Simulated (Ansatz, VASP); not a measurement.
# One calculation of CuAu, two programs

```
Cu Au
1.0
     2.80930    0.00000    0.00000
     0.00000    2.80930    0.00000
     0.00000    0.00000    3.68219
Cu Au
1 1
Direct
  0.50000 0.50000 0.50000
  0.00000 0.00000 0.00000
```

Change from the starting cell: volume scaled by 1.01, crystal datasets.

Alike in both runs: task electric field gradients; functional PBEsol; k mesh 13 × 13 × 10; occupations fermi-dirac, width 0.05 eV; no spin polarisation.

|  | VASP | Ansatz |
| --- | --- | --- |
| version | VASP 6.6.1 | Ansatz 0.2.0 |
| potentials or method | VASP PAW PBE potentials, release 64 (Cu, Au), cutoff 520 eV | all-electron PAW with datasets made for the crystal, scalar-relativistic |

VASP gave:

| Item | Value |
| --- | --- |
| pressure (GPa) | -3.5 |
| traceless stress, the component that is largest in VASP (GPa) | 0.39 |
| size of Vzz on the site where it differs most (V/Å²) | 77.3 |

Question: Which values does Ansatz return?

Answer: Pressure (GPa): -3.6; traceless stress, the component that is largest in VASP (GPa): 0.33; size of Vzz on the site where it differs most (V/Å²): 51.5.

VASP's potentials were made for PBE, not for PBEsol. Ansatz ran all-electron here, and VASP with PAW potentials.

Spin-orbit coupling is off throughout.
